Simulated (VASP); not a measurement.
Write the native input for VASP 6.6.1 that does the following.

```
Task                   : single point
Functional             : PBE
Potentials or basis    : VASP PAW PBE potentials, release 64 (Y_sv, N)
Cutoff                 : 600 eV
k mesh                 : 8 × 8 × 8
Occupations            : gaussian, width 0.01 eV
Spin                   : no spin polarisation
Dipole correction      : no
Further INCAR settings : ALGO = Normal; EDIFF = 1e-06; NBANDS = 15
```

The structure of YN lies in POSCAR:

```
YN
1.0
    0.0000000000      2.3887207261      2.3887207261
    2.3887207261      0.0000000000      2.3887207261
    2.3887207261      2.3887207261      0.0000000000
Y N
1 1
Direct
    0.0000000000      0.0000000000      0.0000000000
    0.5000000000      0.5000000000      0.5000000000
```

These files were run (other wordings do the same):

INCAR

```
SYSTEM = YN
PREC = Accurate
ENCUT = 600
EDIFF = 1E-6
ISMEAR = 0
SIGMA = 0.01
LREAL = .FALSE.
LASPH = .TRUE.
NELM = 120
ALGO = Normal
ISIF = 2
LWAVE = .FALSE.
LCHARG = .TRUE.
GGA = PE
LELF = .TRUE.
LVHAR = .TRUE.
NBANDS = 15
GGA_COMPAT = .FALSE.
```

KPOINTS

```
regular mesh
0
G
  8 8 8
  0 0 0
```

Potentials or basis: VASP PAW PBE potentials, release 64 (Y_sv, N).

Run with:

```bash
$ cat potpaw_PBE.64/Y_sv/POTCAR potpaw_PBE.64/N/POTCAR > POTCAR
$ mpirun -np 1 vasp_std > vasp.out
```

It gave:

The pressure is 14.7 GPa and the band gap on the k mesh is 0.05 eV (least direct gap 0.38 eV).

Caveat: the cell stands under pressure; semilocal functionals underestimate gaps, and a narrow one can read as zero.

Run time: 21 s on 1 thread of Intel Xeon 8259CL, on a shared host, peak memory 0.18 GiB.
